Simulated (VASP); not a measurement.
# Ca31NbO32 (a cell with a defect) in VASP: single point with PBEsol

Aim: the single point of Ca31NbO32 (a cell with a defect) with PBEsol.

Program: VASP 6.6.1. These are calculated values, not measurements. Logs are shortened: lines on timing, memory, paths and dates and some standing lists are left out, and cuts for length are marked.

## 1. The cell of the first run

The cell holds a defect, 64 atoms: a = 9.535 Å, b = 9.535 Å, c = 9.535 Å, α = 90.00°, β = 90.00°, γ = 90.00°.

## 2. Single point, PBEsol

File INCAR:

```
SYSTEM = Ca31NbO32
PREC     = Accurate       ! precision mode
ENCUT    = 520            ! plane-wave cutoff, eV
EDIFF    = 1E-6           ! SCF threshold, eV
ISMEAR   = -1             ! smearing method
SIGMA    = 0.05           ! smearing width, eV
LREAL    = Auto         
LASPH    = .TRUE.         ! aspherical terms in the spheres
NELM     = 80             ! most SCF steps
ALGO     = Normal         ! electronic algorithm
ISIF     = 2              ! what is computed and relaxed
LWAVE    = .FALSE.        ! write WAVECAR
LCHARG   = .FALSE.        ! write CHGCAR
GGA      = PS             ! functional
NBANDS   = 296            ! bands
NELECT   = 512.0
```

File KPOINTS:

```
regular mesh
0
G
  1 1 1
  0 0 0
```

File POSCAR:

```
Ca31NbO32
1.0
    9.5352000000      0.0000000000      0.0000000000
    0.0000000000      9.5352000000      0.0000000000
    0.0000000000      0.0000000000      9.5352000000
O Ca Nb
32 31 1
Direct
    0.2519480000      0.0000410000      0.0000840000
    0.2555000000      0.0001230000      0.5001040000
    0.2555760000      0.5000230000      0.0002340000
    0.2863160000      0.5000870000      0.5001530000
    0.7482040000      0.0001160000      0.0001320000
    0.7445980000      0.0000630000      0.5001100000
    0.7446310000      0.5000950000      0.0001340000
    0.7139890000      0.5000480000      0.5001120000
    0.0001110000      0.2519770000      0.0001190000
    0.0001120000      0.2555740000      0.5000950000
    0.0000790000      0.7482190000      0.0001270000
    0.0000120000      0.7446570000      0.5000990000
    0.5001070000      0.2555240000      0.0001990000
    0.5001400000      0.2862290000      0.5001420000
    0.5001400000      0.7446700000      0.0000930000
    0.5001010000      0.7138680000      0.5001530000
    0.0001500000      0.0000720000      0.2520460000
    0.0001450000      0.0001050000      0.7482680000
    0.0001170000      0.5000470000      0.2556630000
    0.0000590000      0.5000690000      0.7447370000
    0.5001470000      0.0000650000      0.2557060000
    0.5001670000      0.0000190000      0.7446840000
    0.5000070000      0.5000510000      0.2862920000
    0.5000990000      0.5000440000      0.7138840000
    0.2523860000      0.2522460000      0.2523000000
    0.2524400000      0.2522900000      0.7477710000
    0.2523780000      0.7477660000      0.2523370000
    0.2524040000      0.7478070000      0.7478690000
    0.7478740000      0.2523330000      0.2524020000
    0.7479340000      0.2523770000      0.7478870000
    0.7478630000      0.7477850000      0.2524240000
    0.7479440000      0.7478780000      0.7478850000
    0.0001610000      0.0000250000      0.0001060000
    0.0000420000      0.0000520000      0.5001770000
    0.0000290000      0.5000690000      0.0001490000
    0.9997970000      0.5001090000      0.5001540000
    0.5000820000      0.0000330000      0.0001960000
    0.5000860000      0.0000740000      0.5001680000
    0.5000620000      0.5000580000      0.0003520000
    0.2487200000      0.2486730000      0.0001010000
    0.2470110000      0.2470570000      0.5001200000
    0.2487250000      0.7514060000      0.0001070000
    0.2470400000      0.7530290000      0.5001720000
    0.7514520000      0.2486920000      0.0001480000
    0.7531050000      0.2470530000      0.5002030000
    0.7514720000      0.7515020000      0.0001400000
    0.7530320000      0.7531130000      0.5002230000
    0.2487420000      0.0000270000      0.2487650000
    0.2487500000      0.0000400000      0.7514950000
    0.2470140000      0.5000180000      0.2471270000
    0.2470830000      0.5000770000      0.7531360000
    0.7514460000      0.0000750000      0.2487830000
    0.7514640000      0.0000700000      0.7515810000
    0.7530660000      0.5000730000      0.2471640000
    0.7530300000      0.5001070000      0.7531710000
    0.0001150000      0.2486660000      0.2487300000
    0.0001340000      0.2487150000      0.7515390000
    0.0000930000      0.7514670000      0.2487540000
    0.0001080000      0.7514760000      0.7515430000
    0.5000660000      0.2470040000      0.2471370000
    0.5000800000      0.2470440000      0.7531190000
    0.5000940000      0.7530280000      0.2472000000
    0.5001040000      0.7530220000      0.7531520000
    0.5000700000      0.5000320000      0.5001390000
```

Potentials or basis: VASP PAW PBE potentials, release 64 (O, Ca_sv, Nb_sv).

The run is started by

```bash
cat potpaw_PBE.64/O/POTCAR potpaw_PBE.64/Ca_sv/POTCAR potpaw_PBE.64/Nb_sv/POTCAR > POTCAR
mpirun -np 1 vasp_gam > vasp.out
```

OUTCAR:

```text
SYSTEM = Ca31NbO32
   PREC = Accurate
   ENCUT = 520
   EDIFF = 1E-6
   ISMEAR = -1
   LREAL = Auto
   LASPH = .TRUE.
   NELM = 80
   ISIF = 2
   GGA = PS
   NELECT = 512.0

 ion  position               nearest neighbor table
   1  0.252  0.000  0.000-  37 2.37  49 2.37  40 2.37  42 2.37  48 2.37  33 2.40
   2  0.255  0.000  0.500-  38 2.33  41 2.36  43 2.36  48 2.40  49 2.40  34 2.44
   3  0.256  0.500  0.000-  39 2.33  50 2.36  51 2.36  40 2.40  42 2.40  35 2.44
   4  0.286  0.500  0.500-  64 2.04  43 2.44  51 2.44  50 2.44  41 2.44
   5  0.748  0.000  0.000-  37 2.37  53 2.37  44 2.37  46 2.37  52 2.37  33 2.40
   6  0.745  0.000  0.500-  38 2.33  47 2.36  45 2.36  52 2.40  53 2.40  34 2.44
   7  0.745  0.500  0.000-  39 2.33  55 2.36  54 2.36  44 2.40  46 2.40  35 2.44
   8  0.714  0.500  0.500-  64 2.04  54 2.44  45 2.44  55 2.44  47 2.44
   9  0.000  0.252  0.000-  35 2.37  57 2.37  40 2.37  56 2.37  44 2.37  33 2.40
  10  0.000  0.256  0.500-  36 2.33  41 2.36  45 2.36  56 2.40  57 2.40  34 2.44
  11  0.000  0.748  0.000-  35 2.37  59 2.37  46 2.37  58 2.37  42 2.37  33 2.40
  12  0.000  0.745  0.500-  36 2.33  47 2.36  43 2.36  58 2.40  59 2.40  34 2.44
  13  0.500  0.256  0.000-  39 2.33  60 2.36  61 2.36  44 2.40  40 2.40  37 2.44
  14  0.500  0.286  0.500-  64 2.04  45 2.44  61 2.44  60 2.44  41 2.44
  15  0.500  0.745  0.000-  39 2.33  63 2.36  62 2.36  46 2.40  42 2.40  37 2.43
  16  0.500  0.714  0.500-  64 2.04  47 2.44  62 2.44  63 2.44  43 2.44
  17  0.000  0.000  0.252-  34 2.37  48 2.37  56 2.37  58 2.37  52 2.37  33 2.40
[... 45 lines left out ...]
  63  0.500  0.753  0.753-  15 2.36  22 2.36  28 2.36  32 2.36  24 2.44  16 2.44
  64  0.500  0.500  0.500-  24 2.04   4 2.04  14 2.04  16 2.04  23 2.04   8 2.04

  LATTYP: Found a simple cubic cell.
 ALAT       =     9.5352000000

  Lattice vectors:

 A1 = (   9.5352000000,   0.0000000000,   0.0000000000)
 A2 = (   0.0000000000,   9.5352000000,   0.0000000000)
 A3 = (   0.0000000000,   0.0000000000,   9.5352000000)

Analysis of symmetry for initial positions (statically):
=====================================================================
 Subroutine PRICEL returns:
 Original cell was already a primitive cell.

 Routine SETGRP: Setting up the symmetry group for a
 simple cubic supercell.

 Subroutine GETGRP returns: Found  1 space group operations
 (whereof  1 operations were pure point group operations)
 out of a pool of 48 trial point group operations.

The static configuration has the point symmetry C_1 .

Analysis of symmetry for dynamics (positions and initial velocities):
=====================================================================
 Subroutine PRICEL returns:
 Original cell was already a primitive cell.

 Routine SETGRP: Setting up the symmetry group for a
 simple cubic supercell.

 Subroutine GETGRP returns: Found  1 space group operations
 (whereof  1 operations were pure point group operations)
 out of a pool of 48 trial point group operations.

The dynamic configuration has the point symmetry C_1 .

 Subroutine INISYM returns: Found  1 space group operations
 (whereof  1 operations are pure point group operations),
 and found     1 'primitive' translations

----------------------------------------------------------------------------------------

                                     Primitive cell

  volume of cell :     866.9408

  direct lattice vectors                    reciprocal lattice vectors
     9.535200000  0.000000000  0.000000000     0.104874570  0.000000000  0.000000000
     0.000000000  9.535200000  0.000000000     0.000000000  0.104874570  0.000000000
     0.000000000  0.000000000  9.535200000     0.000000000  0.000000000  0.104874570

  length of vectors
     9.535200000  9.535200000  9.535200000     0.104874570  0.104874570  0.104874570

  position of ions in fractional coordinates (direct lattice)
[... 144 lines left out ...]
     0.000000000  0.104874570  0.000000000     0.000000000  1.000000000  0.000000000
     0.000000000  0.000000000  0.104874570     0.000000000  0.000000000  1.000000000

  Length of vectors
     0.104874570  0.104874570  0.104874570

  Shift w.r.t. Gamma in fractional coordinates (k-lattice)
     0.000000000  0.000000000  0.000000000

 Subroutine IBZKPT returns following result:
 ===========================================

 Found      1 irreducible k-points:

 Following reciprocal coordinates:
            Coordinates               Weight
  0.000000  0.000000  0.000000      1.000000
   k-points           NKPTS =      1   k-points in BZ     NKDIM =      1   number of bands    NBANDS=    296
   number of dos      NEDOS =    301   number of ions     NIONS =     64
   total plane-waves  NPLWV = 373248
   dimension x,y,z NGX =    72 NGY =   72 NGZ =   72
   dimension x,y,z NGXF=   144 NGYF=  144 NGZF=  144
   ions per type =              32  31   1
   NGX,Y,Z   is equivalent  to a cutoff of  12.55, 12.55, 12.55 a.u.
   NGXF,Y,Z  is equivalent  to a cutoff of  25.11, 25.11, 25.11 a.u.
 SYSTEM =  Ca31NbO32
   PREC   = accura    normal or accurate (medium, high low for compatibility)
   ISTART =      0    job   : 0-new  1-cont  2-samecut
   ICHARG =      2    charge: 1-file 2-atom 10-const
   ISPIN  =      1    spin polarized calculation?
   LNONCOLLINEAR =      F non collinear calculations
   LSORBIT =      F    spin-orbit coupling
   LASPH  =      T    aspherical Exc in radial PAW
   ENCUT  =  520.0 eV  38.22 Ry    6.18 a.u.  17.73 17.73 17.73*2*pi/ulx,y,z
   NELM   =     80;   NELMIN=  2; NELMDL= -5     # of ELM steps
   EDIFF  = 0.1E-05   stopping-criterion for ELM
   LREAL  =      T    real-space projection
   EDIFFG = 0.1E-04   stopping-criterion for IOM
   NSW    =      0    number of steps for IOM
   IBRION =     -1    ionic relax: 0-MD 1-quasi-New 2-CG
   NFREE  =      0    steps in history (QN), initial steepest desc. (CG)
   ISIF   =      2    stress and relaxation
   ISYM   =      2    0-nonsym 1-usesym 2-fastsym
   POTIM  = 0.5000    time-step for ionic-motion
   TEBEG  =    0.0;   TEEND  =   0.0 temperature during run
   PSTRESS=    0.0 pullay stress
   NELECT =     512.0000    total number of electrons
   NUPDOWN=      -1.0000    fix difference up-down
   EMIN   =  10.00;   EMAX   =-10.00  energy-range for DOS
   EFERMI =   0.00;   METHOD = LEGACY
   ISMEAR =    -1;   SIGMA  =   0.05  broadening in eV -4-tet -1-fermi 0-gaus
   EFERMI_NEDOS =   21; number of points for ismear=-14 and -15
   IALGO  =     38    algorithm
   IMIX   =      4    mixing-type and parameters
     AMIX     =   0.40;   BMIX     =  1.00
     AMIX_MAG =   1.60;   BMIX_MAG =  1.00
  volume/ion in A,a.u.               =      13.55        91.41
  Fermi-wavevector in a.u.,A,eV,Ry     =   1.373520  2.595577 25.668172  1.886557
  Thomas-Fermi vector in A             =   2.499030
   LORBIT       =      0    0 simple, 1 ext, 2 COOP (PROOUT), +10 PAW based schemes
   GGA     = PS    functional components
   LHFCALC =     F    Hartree Fock is set to
   AEXX    =    0.0000 exact exchange contribution
   IVDW    =     0    specifies the selected vdW correction
   LEPSILON=     F    determine dielectric tensor
   LRPA    =     F    only Hartree local field effects (RPA)
 non-spin polarized calculation
  energy-cutoff  :      520.00
  volume of cell :      866.94
 maximum number of plane-waves:     11720
 NGX is ok and might be reduce to    70
   NGX = 35   NGY = 35   NGZ = 35

 number of electron     511.9999902 magnetization

 Free energy of the ion-electron system (eV)
  ---------------------------------------------------
  ext. energy  EPLUGINS =         0.00000000
  ---------------------------------------------------
  free energy    TOTEN  =      -448.15365968 eV

  energy without entropy =     -448.15365968  energy(sigma->0) =     -448.15365968

 E-fermi :   3.9458     XC(G=0): -10.8223

 val. band max:        2.6072159555   @ k =   0.0000   0.0000   0.0000
 cond. band min:       5.5511290780   @ k =   0.0000   0.0000   0.0000
 fundamental gap:      2.9439131225
 Fermi energy:         3.9457661575

 k-point     1 :       0.0000    0.0000    0.0000
  band No.  band energies     occupation
      1     -52.4941      2.00000
      2     -35.2640      2.00000
      3     -35.2611      2.00000
      4     -35.2600      2.00000
      5     -34.8031      2.00000
      6     -34.7777      2.00000
[... 260 lines left out ...]
    267       7.2895      0.00000
    268       7.2896      0.00000
 [bands above 268 left out]

------------------------ aborting loop because EDIFF is reached ----------------------------------------

  FORCE on cell =-STRESS in cart. coord.  units (eV):
  Direction    XX          YY          ZZ          XY          YZ          ZX
  --------------------------------------------------------------------------------------
  -------------------------------------------------------------------------------------
  Total      -15.4623621    -15.4595397    -15.4371048      0.0055231      0.0021386      0.0018367
  in kB      -28.5757081    -28.5704921    -28.5290307      0.0102072      0.0039524      0.0033943
  external PRESSURE =     -28.5584103 kB  Pullay stress =       0.0000000 kB

 VOLUME and BASIS-vectors are now :
 -----------------------------------------------------------------------------
  energy-cutoff  :      520.00
  volume of cell :      866.94
      direct lattice vectors                 reciprocal lattice vectors
     9.535200000  0.000000000  0.000000000     0.104874570  0.000000000  0.000000000
     0.000000000  9.535200000  0.000000000     0.000000000  0.104874570  0.000000000
     0.000000000  0.000000000  9.535200000     0.000000000  0.000000000  0.104874570

 POSITION                                       TOTAL-FORCE (eV/Angst)
 -----------------------------------------------------------------------------------
      2.40237      0.00039      0.00080         0.035594      0.000006      0.001199
      2.43624      0.00117      4.76859         0.072859     -0.006658      0.001797
      2.43697      4.76782      0.00223         0.068603      0.002528     -0.010576
      2.73008      4.76843      4.76906         0.169932     -0.001883      0.000021
      7.13427      0.00111      0.00126        -0.033077     -0.002302      0.000866
      7.09989      0.00060      4.76865        -0.069049      0.001142      0.003467
[... 56 lines left out ...]
      4.76859      7.18022      7.18145         0.001114      0.048235      0.045521
      4.76827      4.76791      4.76893        -0.000144     -0.000682     -0.002702
 -----------------------------------------------------------------------------------
    total drift:                                0.002836     -0.003822     -0.005390

  FREE ENERGIE OF THE ION-ELECTRON SYSTEM (eV)
  ---------------------------------------------------
  free  energy   TOTEN  =      -448.1536596778 eV

  energy  without entropy=     -448.1536596778  energy(sigma->0) =     -448.15365968
```

Wall time 9.4 min (1 thread of Intel Xeon Platinum 8259CL at 2.50GHz (Skylake/Cascade Lake), shared host); peak memory 0.77 GiB.

What came out:

- Free energy: -448.1537 eV
- Largest force: 0.173 eV/Å

Forces in eV/Å, atoms in the order of the input:
```
O    0.036  0.000  0.001
O    0.073 -0.007  0.002
O    0.069  0.003 -0.011
O    0.170 -0.002  0.000
O   -0.033 -0.002  0.001
O   -0.069  0.001  0.003
O   -0.072  0.000  0.001
O   -0.173  0.002  0.000
O    0.001  0.032  0.000
O   -0.002  0.069  0.003
O    0.002 -0.035  0.000
O    0.005 -0.071  0.005
O   -0.001  0.070 -0.007
O   -0.003  0.171 -0.001
O   -0.003 -0.073  0.003
O   -0.001 -0.169 -0.002
O   -0.002 -0.001  0.031
O   -0.001 -0.003 -0.034
O   -0.004  0.001  0.067
O    0.004  0.002 -0.071
O   -0.004 -0.003  0.064
O   -0.003  0.002 -0.068
O    0.006  0.000  0.168
O    0.000  0.001 -0.164
O    0.017  0.015  0.018
O    0.016  0.018 -0.008
O    0.017 -0.011  0.018
O    0.014 -0.016 -0.014
O   -0.015  0.016  0.016
O   -0.019  0.013 -0.015
O   -0.016 -0.014  0.015
O   -0.019 -0.018 -0.014
Ca  -0.004  0.005  0.004
Ca   0.001  0.002 -0.004
Ca   0.001  0.000  0.001
Ca   0.002 -0.002  0.000
Ca   0.000  0.001 -0.002
Ca  -0.001  0.000  0.000
Ca   0.002  0.000 -0.001
Ca  -0.022 -0.022  0.002
Ca  -0.044 -0.044 -0.002
Ca  -0.021  0.023  0.004
Ca  -0.045  0.047 -0.005
Ca   0.024 -0.021  0.000
Ca   0.046 -0.046 -0.005
Ca   0.021  0.019  0.002
Ca   0.048  0.045 -0.006
Ca  -0.025  0.001 -0.020
Ca  -0.022  0.002  0.021
Ca  -0.045  0.001 -0.041
Ca  -0.046 -0.003  0.046
Ca   0.026  0.000 -0.021
Ca   0.023  0.002  0.019
Ca   0.048 -0.002 -0.046
Ca   0.048 -0.003  0.047
Ca  -0.002 -0.022 -0.020
Ca  -0.003 -0.022  0.020
Ca  -0.001  0.021 -0.019
Ca  -0.002  0.019  0.020
Ca   0.002 -0.043 -0.043
Ca   0.003 -0.045  0.049
Ca   0.000  0.048 -0.047
Ca   0.001  0.048  0.046
Nb   0.000 -0.001 -0.003
```

Caveat: the k points lie up to 0.66 Å⁻¹ apart; the cell carries a net charge on a neutralising background, which shifts energy and pressure; the cell is charged against a uniform background, so pressure and absolute levels hang on convention; the PAW data sets were made with another functional, which shifts forces and pressure a little.
